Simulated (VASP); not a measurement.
# Cd (Fd-3m) in VASP: a series of runs

The runs below take Cd through single point, with RPBE.

Everything below comes from runs of VASP 6.6.1. Logs are shortened: lines on timing, memory, paths and dates and some standing lists are left out, and cuts for length are marked.

## (1) The cell of the first run

It takes space group Fd-3m (No. 227, cubic). The conventional cell has a = 6.685 Å, b = 6.685 Å, c = 6.685 Å, α = 90.00°, β = 90.00°, γ = 90.00°. Within 3.8 Å of Cd (site symmetry -43m) lie 4 Cd at 2.89 Å.

This isn't the form of Cd at room conditions, which is hcp.

## (2) Single point, RPBE (37.35 Å³/atom)

Input file INCAR:

```
PREC = Accurate
ENCUT = 520
EDIFF = 1E-7
ISMEAR = -1
SIGMA = 0.1
LREAL = False
LASPH = True
NELM = 100
ALGO = Normal
ISIF = 2
LWAVE = False
LCHARG = False
GGA = RP
NBANDS = 19
```

Input file KPOINTS:

```
regular mesh
0
Gamma
  9 9 9
```

Input file POSCAR:

```
Cd
1.0
    0.0000000000      3.3427474995      3.3427474995
    3.3427474995      0.0000000000      3.3427474995
    3.3427474995      3.3427474995      0.0000000000
Cd
2
Direct
    0.1250000000      0.1250000000      0.1250000000
    0.8750000000      0.8750000000      0.8750000000
```

Potentials or basis: VASP PAW PBE potentials, release 64 (Cd).

Run with:

```bash
$ cat potpaw_PBE.64/Cd/POTCAR > POTCAR
$ mpirun -np 1 vasp_std > vasp.out
```

OUTCAR:

```text
PREC = Accurate
   ENCUT = 520
   EDIFF = 1E-7
   ISMEAR = -1
   LREAL = False
   LASPH = True
   NELM = 100
   ISIF = 2
   GGA = RP

 ion  position               nearest neighbor table
   1  0.125  0.125  0.125-   2 2.89   2 2.89   2 2.89   2 2.89
   2  0.875  0.875  0.875-   1 2.89   1 2.89   1 2.89   1 2.89

  LATTYP: Found a face centered cubic cell.
 ALAT       =     6.6854949990

  Lattice vectors:

 A1 = (   0.0000000000,   3.3427474995,   3.3427474995)
 A2 = (   3.3427474995,   0.0000000000,   3.3427474995)
 A3 = (   3.3427474995,   3.3427474995,   0.0000000000)

Analysis of symmetry for initial positions (statically):
=====================================================================
 Subroutine PRICEL returns:
 Original cell was already a primitive cell.

 Routine SETGRP: Setting up the symmetry group for a
 face centered cubic supercell.

 Subroutine GETGRP returns: Found 48 space group operations
 (whereof 12 operations were pure point group operations)
 out of a pool of 48 trial point group operations.

The static configuration has the point symmetry D_3d.
 The point group associated with its full space group is O_h .

Analysis of symmetry for dynamics (positions and initial velocities):
=====================================================================
 Subroutine PRICEL returns:
 Original cell was already a primitive cell.

 Routine SETGRP: Setting up the symmetry group for a
 face centered cubic supercell.

 Subroutine GETGRP returns: Found 48 space group operations
 (whereof 12 operations were pure point group operations)
 out of a pool of 48 trial point group operations.

The dynamic configuration has the point symmetry D_3d.
 The point group associated with its full space group is O_h .

 Subroutine INISYM returns: Found 48 space group operations
 (whereof 12 operations are pure point group operations),
 and found     1 'primitive' translations

----------------------------------------------------------------------------------------

                                     Primitive cell

  volume of cell :      74.7035

  direct lattice vectors                    reciprocal lattice vectors
     0.000000000  3.342747500  3.342747500    -0.149577556  0.149577556  0.149577556
     3.342747500  0.000000000  3.342747500     0.149577556 -0.149577556  0.149577556
     3.342747500  3.342747500  0.000000000     0.149577556  0.149577556 -0.149577556

  length of vectors
     4.727358849  4.727358849  4.727358849     0.259075926  0.259075926  0.259075926

  position of ions in fractional coordinates (direct lattice)
     0.125000000  0.125000000  0.125000000
     0.875000000  0.875000000  0.875000000

  ion indices of the primitive-cell ions
   primitive index   ion index
                 1           1
                 2           2

----------------------------------------------------------------------------------------

 KPOINTS: regular mesh

Automatic generation of k-mesh.
 Grid dimensions read from file:
 generate k-points for:    9    9    9

 Generating k-lattice:

  Cartesian coordinates                     Fractional coordinates (reciprocal lattice)
    -0.016619728  0.016619728  0.016619728     0.111111111  0.000000000  0.000000000
     0.016619728 -0.016619728  0.016619728     0.000000000  0.111111111  0.000000000
     0.016619728  0.016619728 -0.016619728     0.000000000  0.000000000  0.111111111

  Length of vectors
     0.028786214  0.028786214  0.028786214

  Shift w.r.t. Gamma in fractional coordinates (k-lattice)
     0.000000000  0.000000000  0.000000000

 Subroutine IBZKPT returns following result:
 ===========================================

 Found     35 irreducible k-points:

 Following reciprocal coordinates:
            Coordinates               Weight
  0.000000  0.000000  0.000000      1.000000
  0.111111  0.000000  0.000000      8.000000
  0.222222  0.000000  0.000000      8.000000
  0.333333  0.000000  0.000000      8.000000
  0.444444  0.000000  0.000000      8.000000
  0.111111  0.111111  0.000000      6.000000
[... 16 lines left out ...]
 -0.333333  0.333333  0.000000     12.000000
  0.444444  0.444444  0.000000      6.000000
 [... further k-points ...]
   k-points           NKPTS =     35   k-points in BZ     NKDIM =     35   number of bands    NBANDS=     19
   number of dos      NEDOS =    301   number of ions     NIONS =      2
   total plane-waves  NPLWV =  46656
   dimension x,y,z NGX =    36 NGY =   36 NGZ =   36
   dimension x,y,z NGXF=    72 NGYF=   72 NGZF=   72
   ions per type =               2
   NGX,Y,Z   is equivalent  to a cutoff of  12.66, 12.66, 12.66 a.u.
   NGXF,Y,Z  is equivalent  to a cutoff of  25.32, 25.32, 25.32 a.u.
 SYSTEM =  unknown system
   PREC   = accura    normal or accurate (medium, high low for compatibility)
   ISTART =      0    job   : 0-new  1-cont  2-samecut
   ICHARG =      2    charge: 1-file 2-atom 10-const
   ISPIN  =      1    spin polarized calculation?
   LNONCOLLINEAR =      F non collinear calculations
   LSORBIT =      F    spin-orbit coupling
   LASPH  =      T    aspherical Exc in radial PAW
   ENCUT  =  520.0 eV  38.22 Ry    6.18 a.u.   8.79  8.79  8.79*2*pi/ulx,y,z
   NELM   =    100;   NELMIN=  2; NELMDL= -5     # of ELM steps
   EDIFF  = 0.1E-06   stopping-criterion for ELM
   LREAL  =      F    real-space projection
   EDIFFG = 0.1E-05   stopping-criterion for IOM
   NSW    =      0    number of steps for IOM
   IBRION =     -1    ionic relax: 0-MD 1-quasi-New 2-CG
   NFREE  =      0    steps in history (QN), initial steepest desc. (CG)
   ISIF   =      2    stress and relaxation
   ISYM   =      2    0-nonsym 1-usesym 2-fastsym
   POTIM  = 0.5000    time-step for ionic-motion
   TEBEG  =    0.0;   TEEND  =   0.0 temperature during run
   PSTRESS=    0.0 pullay stress
   NELECT =      24.0000    total number of electrons
   NUPDOWN=      -1.0000    fix difference up-down
   EMIN   =  10.00;   EMAX   =-10.00  energy-range for DOS
   EFERMI =   0.00;   METHOD = LEGACY
   ISMEAR =    -1;   SIGMA  =   0.10  broadening in eV -4-tet -1-fermi 0-gaus
   EFERMI_NEDOS =   21; number of points for ismear=-14 and -15
   IALGO  =     38    algorithm
   IMIX   =      4    mixing-type and parameters
     AMIX     =   0.40;   BMIX     =  1.00
     AMIX_MAG =   1.60;   BMIX_MAG =  1.00
  volume/ion in A,a.u.               =      37.35       252.06
  Fermi-wavevector in a.u.,A,eV,Ry     =   1.121239  2.118835 17.104942  1.257178
  Thomas-Fermi vector in A             =   2.257891
   LORBIT       =      0    0 simple, 1 ext, 2 COOP (PROOUT), +10 PAW based schemes
   GGA     = RP    functional components
   LHFCALC =     F    Hartree Fock is set to
   AEXX    =    0.0000 exact exchange contribution
   IVDW    =     0    specifies the selected vdW correction
   LEPSILON=     F    determine dielectric tensor
   LRPA    =     F    only Hartree local field effects (RPA)
 non-spin polarized calculation
  energy-cutoff  :      520.00
  volume of cell :       74.70
 maximum number of plane-waves:      2025
   NGX = 17   NGY = 17   NGZ = 17

 number of electron      23.9999999 magnetization

 Free energy of the ion-electron system (eV)
  ---------------------------------------------------
  ext. energy  EPLUGINS =         0.00000000
  ---------------------------------------------------
  free energy    TOTEN  =        -0.22327823 eV

  energy without entropy =       -0.18287036  energy(sigma->0) =       -0.20307430

 E-fermi :   0.2961     XC(G=0):  -7.9209

 val. band max:        0.2573276474   @ k =   0.3333   0.2222   0.0000
 cond. band min:       0.3013893304   @ k =  -0.2222   0.3333   0.1111
 fundamental gap:      0.0440616831
 Fermi energy:         0.2961048305

 k-point     1 :       0.0000    0.0000    0.0000
  band No.  band energies     occupation
      1      -8.9040      2.00000
      2      -8.9040      2.00000
      3      -8.9040      2.00000
      4      -8.8539      2.00000
      5      -8.8539      2.00000
      6      -8.2245      2.00000
[... 11 lines left out ...]
     18       5.7444      0.00000
     19       7.2572      0.00000

 k-point     2 :       0.1111    0.0000    0.0000
  band No.  band energies     occupation
      1      -8.9333      2.00000
      2      -8.9333      2.00000
      3      -8.9010      2.00000
      4      -8.8139      2.00000
      5      -8.8139      2.00000
      6      -8.2385      2.00000
[... 11 lines left out ...]
     18       6.7009      0.00000
     19       8.1331      0.00000

 k-point     3 :       0.2222    0.0000    0.0000
  band No.  band energies     occupation
      1      -8.9592      2.00000
      2      -8.9592      2.00000
      3      -8.8936      2.00000
      4      -8.7648      2.00000
      5      -8.7648      2.00000
      6      -8.2737      2.00000
[... 11 lines left out ...]
     18       7.9654      0.00000
     19       8.3011      0.00000

 k-point     4 :       0.3333    0.0000    0.0000
  band No.  band energies     occupation
      1      -8.9663      2.00000
      2      -8.9663      2.00000
      3      -8.8857      2.00000
      4      -8.7397      2.00000
      5      -8.7397      2.00000
      6      -8.3135      2.00000
[... 11 lines left out ...]
     18       7.6964      0.00000
     19       9.4862      0.00000

 k-point     5 :       0.4444    0.0000    0.0000
  band No.  band energies     occupation
      1      -8.9633      2.00000
      2      -8.9633      2.00000
      3      -8.8806      2.00000
      4      -8.7365      2.00000
      5      -8.7365      2.00000
      6      -8.3395      2.00000
[... 11 lines left out ...]
     18       7.3900      0.00000
     19      11.0501      0.00000
[... 334 lines left out ...]
      2      -8.9711      2.00000
      3      -8.8971      2.00000
      4      -8.6850      2.00000
      5      -8.5981      2.00000
      6      -8.4660      2.00000
[... 11 lines left out ...]
     18      10.0727      0.00000
     19      12.4287      0.00000

 k-point    22 :      -0.4444    0.3333    0.0000
  band No.  band energies     occupation
      1      -9.0431      2.00000
      2      -8.9841      2.00000
      3      -8.8381      2.00000
      4      -8.6532      2.00000
      5      -8.5459      2.00000
      6      -8.4806      2.00000
[... 11 lines left out ...]
     18       9.6029      0.00000
     19      10.9961      0.00000

 k-point    23 :      -0.3333    0.3333    0.0000
  band No.  band energies     occupation
      1      -9.0523      2.00000
      2      -8.9962      2.00000
      3      -8.8116      2.00000
      4      -8.5807      2.00000
      5      -8.5471      2.00000
      6      -8.5354      2.00000
[... 11 lines left out ...]
     18       8.8900      0.00000
     19       9.3308      0.00000

 k-point    24 :       0.4444    0.4444    0.0000
  band No.  band energies     occupation
      1      -8.9747      2.00000
      2      -8.9747      2.00000
      3      -8.8988      2.00000
      4      -8.7853      2.00000
      5      -8.5286      2.00000
      6      -8.3947      2.00000
[... 11 lines left out ...]
     18      11.4044      0.00000
     19      12.3251      0.00000

 [... further k-points ...]

------------------------ aborting loop because EDIFF is reached ----------------------------------------

  FORCE on cell =-STRESS in cart. coord.  units (eV):
  Direction    XX          YY          ZZ          XY          YZ          ZX
  --------------------------------------------------------------------------------------
  -------------------------------------------------------------------------------------
  Total        0.6995240      0.6995240      0.6995240      0.0000000     -0.0000000      0.0000000
  in kB       15.0028061     15.0028061     15.0028061      0.0000000     -0.0000000      0.0000000
  external PRESSURE =      15.0028061 kB  Pullay stress =       0.0000000 kB

 VOLUME and BASIS-vectors are now :
 -----------------------------------------------------------------------------
  energy-cutoff  :      520.00
  volume of cell :       74.70
      direct lattice vectors                 reciprocal lattice vectors
     0.000000000  3.342747500  3.342747500    -0.149577556  0.149577556  0.149577556
     3.342747500  0.000000000  3.342747500     0.149577556 -0.149577556  0.149577556
     3.342747500  3.342747500  0.000000000     0.149577556  0.149577556 -0.149577556

 POSITION                                       TOTAL-FORCE (eV/Angst)
 -----------------------------------------------------------------------------------
      0.83569      0.83569      0.83569         0.000000     -0.000000      0.000000
      5.84981      5.84981      5.84981        -0.000000      0.000000     -0.000000
 -----------------------------------------------------------------------------------
    total drift:                                0.000000      0.000000      0.000000

  FREE ENERGIE OF THE ION-ELECTRON SYSTEM (eV)
  ---------------------------------------------------
  free  energy   TOTEN  =        -0.2232782333 eV

  energy  without entropy=       -0.1828703648  energy(sigma->0) =       -0.20307430
```

Run time: 23 s. Hardware: 1 thread of Intel Xeon Platinum 8488C (Sapphire Rapids), shared host; peak memory 0.21 GiB.

What came out:

| Quantity | Value |
| --- | --- |
| Free energy | -0.2233 eV |
| Pressure | 1.5 GPa |
| Band gap on the k mesh | zero (bands 12 and 13 overlap by 4.61 eV) |

Levels at points of the mesh, in eV from the Fermi level:
| k point | band 10 | band 11 | band 12 | band 13 | band 14 | band 15 |
| --- | --- | --- | --- | --- | --- | --- |
| (0.00, 0.00, 0.00) | -8.38 | -6.30 | 4.23 | 4.23 | 4.23 | 4.79 |

Caveat: the PAW data sets were made with another functional, which shifts forces and pressure a little.

## (3) Single point, RPBE (39.05 Å³/atom)

This run uses another cell than the first one, of 39.05 Å³/atom.

Input file INCAR:

```
PREC = Accurate ; ENCUT = 520
EDIFF = 1E-6 ; ISMEAR = -1
SIGMA = 0.1 ; LREAL = F
LASPH = T ; NELM = 60
ALGO = Normal ; ISIF = 2
LWAVE = F ; LCHARG = F
GGA = RP ; NBANDS = 19
```

Input file KPOINTS:

```
Automatic mesh
0
Gamma
  9 9 9
```

Input file POSCAR:

```
Cd
1.0
    0.0000000000      3.3926466098      3.3926466098
    3.3926466098      0.0000000000      3.3926466098
    3.3926466098      3.3926466098      0.0000000000
Cd
2
Direct
    0.1250000000      0.1250000000      0.1250000000
    0.8750000000      0.8750000000      0.8750000000
```

Potentials or basis: VASP PAW PBE potentials, release 64 (Cd).

Run with:

```bash
$ cat potpaw_PBE.64/Cd/POTCAR > POTCAR
$ mpirun -np 1 vasp_std > vasp.out
```

Wall time 20 s (1 thread of Intel Xeon Platinum 8488C (Sapphire Rapids), shared host); peak memory 0.22 GiB.

Results (log left out):

- Free energy: -0.2481 eV
- Pressure: 0.9 GPa
- Band gap on the k mesh: zero (bands 12 and 13 overlap by 4.37 eV)

Levels at points of the mesh, in eV from the Fermi level:
| k point | band 8 | band 9 | band 10 | band 11 | band 12 | band 13 | band 14 | band 15 | band 16 | band 17 |
| --- | --- | --- | --- | --- | --- | --- | --- | --- | --- | --- |
| (0.00, 0.00, 0.00) | -8.52 | -8.40 | -8.40 | -6.14 | 4.04 | 4.04 | 4.04 | 4.40 | 5.27 | 5.27 |

Caveat: the PAW data sets were made with another functional, which shifts forces and pressure a little.

## (4) Single point, RPBE (40.75 Å³/atom)

This run uses another cell than the first one, of 40.75 Å³/atom.

Input file INCAR:

```
PREC = Accurate
ENCUT = 520
EDIFF = 1E-6
ISMEAR = -1
SIGMA = 0.1
LREAL = False
LASPH = True
NELM = 100
ALGO = Normal
ISIF = 2
LWAVE = False
LCHARG = False
GGA = RP
NBANDS = 19
```

KPOINTS is that of step 3.

Input file POSCAR:

```
Cd
1.0
    0.0000000000      3.4411195389      3.4411195389
    3.4411195389      0.0000000000      3.4411195389
    3.4411195389      3.4411195389      0.0000000000
Cd
2
Direct
    0.1250000000      0.1250000000      0.1250000000
    0.8750000000      0.8750000000      0.8750000000
```

Run with:

```bash
$ cat potpaw_PBE.64/Cd/POTCAR > POTCAR
$ mpirun -np 1 vasp_std > vasp.out
```

Run time: 21 s. Hardware: 1 thread of Intel Xeon Platinum 8488C (Sapphire Rapids), shared host; peak memory 0.21 GiB.

It converged, with:

```
Free energy            : -0.2613 eV
Pressure               : 0.4 GPa
Band gap on the k mesh : zero (bands 12 and 13 overlap by 4.15 eV)
```

Levels at points of the mesh, in eV from the Fermi level:
| k point | band 8 | band 9 | band 10 | band 11 | band 12 | band 13 | band 14 | band 15 | band 16 | band 17 |
| --- | --- | --- | --- | --- | --- | --- | --- | --- | --- | --- |
| (0.00, 0.00, 0.00) | -8.53 | -8.43 | -8.43 | -6.00 | 3.86 | 3.86 | 3.86 | 4.03 | 5.11 | 5.11 |

Caveat: the PAW data sets were made with another functional, which shifts forces and pressure a little.

## (5) Summary

| cell | gap on the mesh (eV) | pressure (GPa) |
| --- | --- | --- |
| a = 4.727 Å, angles 60.0°, 2 atoms | none | 1.5 |
| a = 4.798 Å, angles 60.0°, 2 atoms | none | 0.9 |
| a = 4.866 Å, angles 60.0°, 2 atoms | none | 0.4 |

Alike in all rows: task single point; level RPBE; potentials or basis VASP PAW PBE potentials, release 64 (Cd); no spin polarisation; k mesh 9 × 9 × 9; cutoff (eV) 520; smearing fermi-dirac 0.1 eV.

Caveats: the PAW data sets were made with another functional, which shifts forces and pressure a little.

Absolute energies hang on the potentials; compare differences alone.
